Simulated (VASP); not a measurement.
Here is a VASP 6.6.1 calculation.

File INCAR:

```
PREC = Accurate ; ENCUT = 520
EDIFF = 1E-6 ; ISMEAR = -1
SIGMA = 0.1 ; LREAL = F
LASPH = T ; NELM = 80
ALGO = Normal ; ISIF = 2
LWAVE = F ; LCHARG = F
GGA = PE ; NBANDS = 8
```

Contents of KPOINTS:

```
Automatic mesh
0
Gamma
  16 16 16
```

POSCAR

```
P
1.0
   -1.5264159403      1.5264159403      1.5264159403
    1.5264159403     -1.5264159403      1.5264159403
    1.5264159403      1.5264159403     -1.5264159403
P
1
Direct
    0.0000000000      0.0000000000      0.0000000000
```

Potentials or basis: VASP PAW PBE potentials, release 64 (P).

Command:

```sh
$ cat potpaw_PBE.64/P/POTCAR > POTCAR
$ mpirun -np 1 vasp_std > vasp.out
```

Question: Estimate the pressure.

Answer: -0.2 GPa.
